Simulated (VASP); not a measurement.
Wanted: the native input for a VASP 6.6.1 run.

* Task: single point
* Functional: PBE
* Potentials or basis: VASP PAW PBE potentials, release 64 (I)
* Cutoff: 520 eV
* k mesh: 11 × 11 × 11
* Occupations: fermi-dirac, width 0.05 eV
* Spin: no spin polarisation
* Dipole correction: no
* Further INCAR settings: ALGO = Normal; EDIFF = 1e-07; NBANDS = 10

The structure of I lies in POSCAR:

```
I
1.0
   -1.6174560000      1.6174560000      4.2648080000
    1.6174560000     -1.6174560000      4.2648080000
    1.6174560000      1.6174560000     -4.2648080000
I
1
Direct
    0.0000000000      0.0000000000      0.0000000000
```

One way to write it, as run:

INCAR

```
PREC = Accurate
ENCUT = 520
EDIFF = 1E-7
ISMEAR = -1
SIGMA = 0.05
LREAL = False
LASPH = True
NELM = 60
ALGO = Normal
ISIF = 2
LWAVE = False
LCHARG = False
GGA = PE
NBANDS = 10
```

KPOINTS

```
Automatic mesh
0
Gamma
  11 11 11
```

Potentials or basis: VASP PAW PBE potentials, release 64 (I).

Launch:

```sh
$ cat potpaw_PBE.64/I/POTCAR > POTCAR
$ mpirun -np 1 vasp_std > vasp.out
```

It gave:

```yaml
Pressure: 0.1 GPa
Band_gap_on_the_k_mesh: zero (an odd number of electrons rules out a gap without spin polarisation)
```

Caveat: spin-orbit coupling is left out, which moves the levels of the heavy elements; an odd number of electrons without spin polarisation forces a metal; a magnetic or distorted state may lie lower.

Run time: 2.4 min on 1 thread of AMD EPYC 7R13, on a shared host, peak memory 0.2 GiB.
